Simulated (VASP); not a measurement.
# Si2Ni (Fm-3m) in VASP: further runs

The runs below take Si2Ni through single point, with PBE.

All numbers are computed with VASP 6.6.1; they aren't measurements. Logs are shortened: lines on timing, memory, paths and dates and some standing lists are left out, and cuts for length are marked.

### Step 1. The cell of the first run

It takes space group Fm-3m (No. 225, cubic). Conventional cell: a = 5.446 Å, b = 5.446 Å, c = 5.446 Å, α = 90.00°, β = 90.00°, γ = 90.00°. Si (site symmetry -43m) has 4 Ni at 2.36 Å and 6 Si at 2.72 Å within 3.1 Å. Within 3.1 Å of Ni (site symmetry m-3m) lie 8 Si at 2.36 Å.

### Step 2. Single point, PBE

INCAR reads:

```
SYSTEM = Si2Ni
PREC     = Accurate       ! precision mode
ENCUT    = 600            ! plane-wave cutoff, eV
EDIFF    = 1E-6           ! SCF threshold, eV
ISMEAR   = 0              ! smearing method
SIGMA    = 0.1            ! smearing width, eV
LREAL    = .False.        ! projectors in reciprocal space
LASPH    = .True.         ! aspherical terms in the spheres
NELM     = 120            ! most SCF steps
ALGO     = Normal         ! electronic algorithm
ISIF     = 2              ! what is computed and relaxed
LWAVE    = .False.        ! write WAVECAR
LCHARG   = .False.        ! write CHGCAR
GGA      = PE             ! functional
NBANDS   = 16             ! bands
GGA_COMPAT= .False.
```

KPOINTS reads:

```
regular mesh
0
Gamma
  14 14 14
  0 0 0
```

POSCAR reads:

```
Si2Ni
1.0
    0.0000000000      2.7232366436      2.7232366436
    2.7232366436      0.0000000000      2.7232366436
    2.7232366436      2.7232366436      0.0000000000
Si Ni
2 1
Direct
    0.2500000000      0.2500000000      0.2500000000
    0.7500000000      0.7500000000      0.7500000000
    0.0000000000      0.0000000000      0.0000000000
```

Potentials or basis: VASP PAW PBE potentials, release 64 (Si, Ni).

Launch:

```
$ cat potpaw_PBE.64/Si/POTCAR potpaw_PBE.64/Ni/POTCAR > POTCAR
$ mpirun -np 1 vasp_std > vasp.out
```

OUTCAR:

```text
SYSTEM = Si2Ni
   PREC = Accurate
   ENCUT = 600
   EDIFF = 1E-6
   ISMEAR = 0
   LREAL = .False.
   LASPH = .True.
   NELM = 120
   ISIF = 2
   GGA = PE

 ion  position               nearest neighbor table
   1  0.250  0.250  0.250-   3 2.36   3 2.36   3 2.36   3 2.36   2 2.72   2 2.72   2 2.72   2 2.72
                             2 2.72   2 2.72
   2  0.750  0.750  0.750-   3 2.36   3 2.36   3 2.36   3 2.36   1 2.72   1 2.72   1 2.72   1 2.72
                             1 2.72   1 2.72
   3  0.000  0.000  0.000-   2 2.36   2 2.36   2 2.36   1 2.36   2 2.36   1 2.36   1 2.36   1 2.36

  LATTYP: Found a face centered cubic cell.
 ALAT       =     5.4464732872

  Lattice vectors:

 A1 = (   0.0000000000,   2.7232366436,   2.7232366436)
 A2 = (   2.7232366436,   0.0000000000,   2.7232366436)
 A3 = (   2.7232366436,   2.7232366436,   0.0000000000)

Analysis of symmetry for initial positions (statically):
=====================================================================
 Subroutine PRICEL returns:
 Original cell was already a primitive cell.

 Routine SETGRP: Setting up the symmetry group for a
 face centered cubic supercell.

 Subroutine GETGRP returns: Found 48 space group operations
 (whereof 48 operations were pure point group operations)
 out of a pool of 48 trial point group operations.

The static configuration has the point symmetry O_h .

Analysis of symmetry for dynamics (positions and initial velocities):
=====================================================================
 Subroutine PRICEL returns:
 Original cell was already a primitive cell.

 Routine SETGRP: Setting up the symmetry group for a
 face centered cubic supercell.

 Subroutine GETGRP returns: Found 48 space group operations
 (whereof 48 operations were pure point group operations)
 out of a pool of 48 trial point group operations.

The dynamic configuration has the point symmetry O_h .

 Subroutine INISYM returns: Found 48 space group operations
 (whereof 48 operations are pure point group operations),
 and found     1 'primitive' translations

----------------------------------------------------------------------------------------

                                     Primitive cell

  volume of cell :      40.3911

  direct lattice vectors                    reciprocal lattice vectors
     0.000000000  2.723236644  2.723236644    -0.183605050  0.183605050  0.183605050
     2.723236644  0.000000000  2.723236644     0.183605050 -0.183605050  0.183605050
     2.723236644  2.723236644  0.000000000     0.183605050  0.183605050 -0.183605050

  length of vectors
     3.851238195  3.851238195  3.851238195     0.318013275  0.318013275  0.318013275

  position of ions in fractional coordinates (direct lattice)
     0.250000000  0.250000000  0.250000000
     0.750000000  0.750000000  0.750000000
     0.000000000  0.000000000  0.000000000

  ion indices of the primitive-cell ions
   primitive index   ion index
                 1           1
                 2           2
                 3           3

----------------------------------------------------------------------------------------

 KPOINTS: regular mesh

Automatic generation of k-mesh.
 Grid dimensions read from file:
 generate k-points for:   14   14   14

 Generating k-lattice:

  Cartesian coordinates                     Fractional coordinates (reciprocal lattice)
    -0.013114646  0.013114646  0.013114646     0.071428571  0.000000000  0.000000000
     0.013114646 -0.013114646  0.013114646     0.000000000  0.071428571  0.000000000
     0.013114646  0.013114646 -0.013114646     0.000000000  0.000000000  0.071428571

  Length of vectors
     0.022715234  0.022715234  0.022715234

  Shift w.r.t. Gamma in fractional coordinates (k-lattice)
     0.000000000  0.000000000  0.000000000

 Subroutine IBZKPT returns following result:
 ===========================================

 Found    104 irreducible k-points:

 Following reciprocal coordinates:
            Coordinates               Weight
  0.000000  0.000000  0.000000      1.000000
  0.071429  0.000000  0.000000      8.000000
  0.142857  0.000000  0.000000      8.000000
  0.214286  0.000000  0.000000      8.000000
  0.285714  0.000000  0.000000      8.000000
  0.357143  0.000000  0.000000      8.000000
[... 16 lines left out ...]
  0.214286  0.142857  0.000000     24.000000
  0.285714  0.142857  0.000000     24.000000
 [... further k-points ...]
   k-points           NKPTS =    104   k-points in BZ     NKDIM =    104   number of bands    NBANDS=     16
   number of dos      NEDOS =    301   number of ions     NIONS =      3
   total plane-waves  NPLWV =  32768
   dimension x,y,z NGX =    32 NGY =   32 NGZ =   32
   dimension x,y,z NGXF=    64 NGYF=   64 NGZF=   64
   ions per type =               2   1
   NGX,Y,Z   is equivalent  to a cutoff of  13.81, 13.81, 13.81 a.u.
   NGXF,Y,Z  is equivalent  to a cutoff of  27.63, 27.63, 27.63 a.u.
 SYSTEM =  Si2Ni
   PREC   = accura    normal or accurate (medium, high low for compatibility)
   ISTART =      0    job   : 0-new  1-cont  2-samecut
   ICHARG =      2    charge: 1-file 2-atom 10-const
   ISPIN  =      1    spin polarized calculation?
   LNONCOLLINEAR =      F non collinear calculations
   LSORBIT =      F    spin-orbit coupling
   LASPH  =      T    aspherical Exc in radial PAW
   ENCUT  =  600.0 eV  44.10 Ry    6.64 a.u.   7.69  7.69  7.69*2*pi/ulx,y,z
   NELM   =    120;   NELMIN=  2; NELMDL= -5     # of ELM steps
   EDIFF  = 0.1E-05   stopping-criterion for ELM
   LREAL  =      F    real-space projection
   EDIFFG = 0.1E-04   stopping-criterion for IOM
   NSW    =      0    number of steps for IOM
   IBRION =     -1    ionic relax: 0-MD 1-quasi-New 2-CG
   NFREE  =      0    steps in history (QN), initial steepest desc. (CG)
   ISIF   =      2    stress and relaxation
   ISYM   =      2    0-nonsym 1-usesym 2-fastsym
   POTIM  = 0.5000    time-step for ionic-motion
   TEBEG  =    0.0;   TEEND  =   0.0 temperature during run
   PSTRESS=    0.0 pullay stress
   NELECT =      18.0000    total number of electrons
   NUPDOWN=      -1.0000    fix difference up-down
   EMIN   =  10.00;   EMAX   =-10.00  energy-range for DOS
   EFERMI =   0.00;   METHOD = LEGACY
   ISMEAR =     0;   SIGMA  =   0.10  broadening in eV -4-tet -1-fermi 0-gaus
   EFERMI_NEDOS =   21; number of points for ismear=-14 and -15
   IALGO  =     38    algorithm
   IMIX   =      4    mixing-type and parameters
     AMIX     =   0.40;   BMIX     =  1.00
     AMIX_MAG =   1.60;   BMIX_MAG =  1.00
  volume/ion in A,a.u.               =      13.46        90.86
  Fermi-wavevector in a.u.,A,eV,Ry     =   1.250461  2.363029 21.274800  1.563654
  Thomas-Fermi vector in A             =   2.384454
   LORBIT       =      0    0 simple, 1 ext, 2 COOP (PROOUT), +10 PAW based schemes
   GGA     = PE    functional components
   LHFCALC =     F    Hartree Fock is set to
   AEXX    =    0.0000 exact exchange contribution
   IVDW    =     0    specifies the selected vdW correction
   LEPSILON=     F    determine dielectric tensor
   LRPA    =     F    only Hartree local field effects (RPA)
 non-spin polarized calculation
 Gauss-broadening in eV      SIGMA  =   0.10
  energy-cutoff  :      600.00
  volume of cell :       40.39
 maximum number of plane-waves:      1369
   NGX = 15   NGY = 15   NGZ = 15

 number of electron      17.9999998 magnetization

 Free energy of the ion-electron system (eV)
  ---------------------------------------------------
  ext. energy  EPLUGINS =         0.00000000
  ---------------------------------------------------
  free energy    TOTEN  =       -17.37209409 eV

  energy without entropy =      -17.36803540  energy(sigma->0) =      -17.37006474

 E-fermi :  10.1409     XC(G=0): -11.4839

 val. band max:       10.0590771184   @ k =   0.4286   0.2857   0.0000
 cond. band min:      10.1606432150   @ k =  -0.4286   0.4286   0.0714
 fundamental gap:      0.1015660965
 Fermi energy:        10.1408710696

 k-point     1 :       0.0000    0.0000    0.0000
  band No.  band energies     occupation
      1      -3.5154      2.00000
      2       5.0723      2.00000
      3       5.0723      2.00000
      4       5.0723      2.00000
      5       6.7432      2.00000
      6       6.7432      2.00000
[... 8 lines left out ...]
     15      14.8024      0.00000
     16      14.8024      0.00000

 k-point     2 :       0.0714    0.0000    0.0000
  band No.  band energies     occupation
      1      -3.4410      2.00000
      2       4.9107      2.00000
      3       5.0962      2.00000
      4       5.0962      2.00000
      5       6.7290      2.00000
      6       6.7290      2.00000
[... 8 lines left out ...]
     15      14.5159      0.00000
     16      14.6726      0.00000

 k-point     3 :       0.1429    0.0000    0.0000
  band No.  band energies     occupation
      1      -3.2186      2.00000
      2       4.4552      2.00000
      3       5.1635      2.00000
      4       5.1635      2.00000
      5       6.6953      2.00000
      6       6.6953      2.00000
[... 8 lines left out ...]
     15      14.4049      0.00000
     16      14.7461      0.00000

 k-point     4 :       0.2143    0.0000    0.0000
  band No.  band energies     occupation
      1      -2.8512      2.00000
      2       3.7630      2.00000
      3       5.2602      2.00000
      4       5.2602      2.00000
      5       6.6666      2.00000
      6       6.6666      2.00000
[... 8 lines left out ...]
     15      15.0889      0.00000
     16      15.7116      0.00000

 k-point     5 :       0.2857    0.0000    0.0000
  band No.  band energies     occupation
      1      -2.3439      2.00000
      2       2.8961      2.00000
      3       5.3615      2.00000
      4       5.3615      2.00000
      5       6.6769      2.00000
      6       6.6769      2.00000
[... 8 lines left out ...]
     15      16.1025      0.00000
     16      16.7426      0.00000

 k-point     6 :       0.3571    0.0000    0.0000
  band No.  band energies     occupation
      1      -1.7063      2.00000
      2       1.9319      2.00000
      3       5.4397      2.00000
      4       5.4397      2.00000
      5       6.7497      2.00000
      6       6.7497      2.00000
[... 8 lines left out ...]
     15      17.2643      0.00000
     16      17.8561      0.00000
[... 267 lines left out ...]
 k-point    21 :      -0.0714    0.0714    0.0000
  band No.  band energies     occupation
      1      -3.3173      2.00000
      2       4.6872      2.00000
      3       5.0803      2.00000
      4       5.1597      2.00000
      5       6.6686      2.00000
      6       6.7448      2.00000
[... 8 lines left out ...]
     15      14.2134      0.00000
     16      15.1143      0.00000

 k-point    22 :       0.1429    0.1429    0.0000
  band No.  band energies     occupation
      1      -3.1198      2.00000
      2       4.5099      2.00000
      3       5.1095      2.00000
      4       5.1095      2.00000
      5       6.4896      2.00000
      6       6.8142      2.00000
[... 8 lines left out ...]
     15      15.5225      0.00000
     16      15.5225      0.00000

 k-point    23 :       0.2143    0.1429    0.0000
  band No.  band energies     occupation
      1      -2.8503      2.00000
      2       4.1256      2.00000
      3       5.1513      2.00000
      4       5.1774      2.00000
      5       6.3459      2.00000
      6       6.8410      2.00000
[... 8 lines left out ...]
     15      16.2014      0.00000
     16      16.2916      0.00000

 k-point    24 :       0.2857    0.1429    0.0000
  band No.  band energies     occupation
      1      -2.4382      2.00000
      2       3.4959      2.00000
      3       5.2269      2.00000
      4       5.2726      2.00000
      5       6.2209      2.00000
      6       6.8686      2.00000
[... 8 lines left out ...]
     15      17.1654      0.00000
     16      17.3776      0.00000

 [... further k-points ...]

------------------------ aborting loop because EDIFF is reached ----------------------------------------

  FORCE on cell =-STRESS in cart. coord.  units (eV):
  Direction    XX          YY          ZZ          XY          YZ          ZX
  --------------------------------------------------------------------------------------
  -------------------------------------------------------------------------------------
  Total       -0.0341526     -0.0341526     -0.0341526      0.0000000      0.0000000      0.0000000
  in kB       -1.3547156     -1.3547156     -1.3547156      0.0000000      0.0000000      0.0000000
  external PRESSURE =      -1.3547156 kB  Pullay stress =       0.0000000 kB

 VOLUME and BASIS-vectors are now :
 -----------------------------------------------------------------------------
  energy-cutoff  :      600.00
  volume of cell :       40.39
      direct lattice vectors                 reciprocal lattice vectors
     0.000000000  2.723236644  2.723236644    -0.183605050  0.183605050  0.183605050
     2.723236644  0.000000000  2.723236644     0.183605050 -0.183605050  0.183605050
     2.723236644  2.723236644  0.000000000     0.183605050  0.183605050 -0.183605050

 POSITION                                       TOTAL-FORCE (eV/Angst)
 -----------------------------------------------------------------------------------
      1.36162      1.36162      1.36162         0.000000      0.000000      0.000000
      4.08485      4.08485      4.08485        -0.000000     -0.000000     -0.000000
      0.00000      0.00000      0.00000         0.000000     -0.000000      0.000000
 -----------------------------------------------------------------------------------
    total drift:                                0.000000     -0.000000      0.000000

  FREE ENERGIE OF THE ION-ELECTRON SYSTEM (eV)
  ---------------------------------------------------
  free  energy   TOTEN  =       -17.3720940915 eV

  energy  without entropy=      -17.3680353966  energy(sigma->0) =      -17.37006474
```

Wall time 64 s (1 thread of Intel Xeon Platinum 8488C (Sapphire Rapids), shared host); peak memory 0.22 GiB.

Results:

```yaml
Free_energy: -17.3721 eV
Pressure: -0.1 GPa
Band_gap_on_the_k_mesh: zero (bands 9 and 10 overlap by 2.14 eV)
```

Spin polarisation is off, so any magnetic state and its effect on volume and gap are missing.

### Step 3. Single point, PBE, non-collinear spin, zero start, spin-orbit coupling

INCAR reads:

```
PREC = Accurate
ENCUT = 600
EDIFF = 1E-6
ISMEAR = 0
SIGMA = 0.1
LREAL = False
LASPH = True
NELM = 200
ALGO = Normal
ISIF = 2
LWAVE = False
LCHARG = True
LNONCOLLINEAR = True
MAGMOM = 0 0 0 0 0 0 0 0 0
LORBIT = 11
LSORBIT = True
GGA_COMPAT = False
LORBMOM = True
LMAXMIX = 4
GGA = PE
LVHAR = True
NBANDS = 31
```

KPOINTS reads:

```
Automatic mesh
0
Gamma
  14 14 14
```

POSCAR is that of step 2.

Potentials or basis: VASP PAW PBE potentials, release 64 (Si, Ni).

Launch:

```
$ cat potpaw_PBE.64/Si/POTCAR potpaw_PBE.64/Ni/POTCAR > POTCAR
$ mpirun -np 1 vasp_ncl > vasp.out
```

Run time: 5.2 min. Hardware: 1 thread of Intel Xeon Platinum 8488C (Sapphire Rapids), shared host; peak memory 0.45 GiB.

Results (log left out):

```yaml
Free_energy: -17.3793 eV
Pressure: -0.1 GPa
Net_moment: 0.00 μB per cell
Valence_electrons_inside_the_program's_atomic_spheres: Si 1.57; Ni 9.75
```

Moments on the atoms (μB; x, y, z):
```
Si  0.00 0.00 0.00
Si  0.00 0.00 0.00
Ni  0.00 0.00 0.00
```

The gap in the log of VASP goes by the Fermi energy; the results here count the filled bands.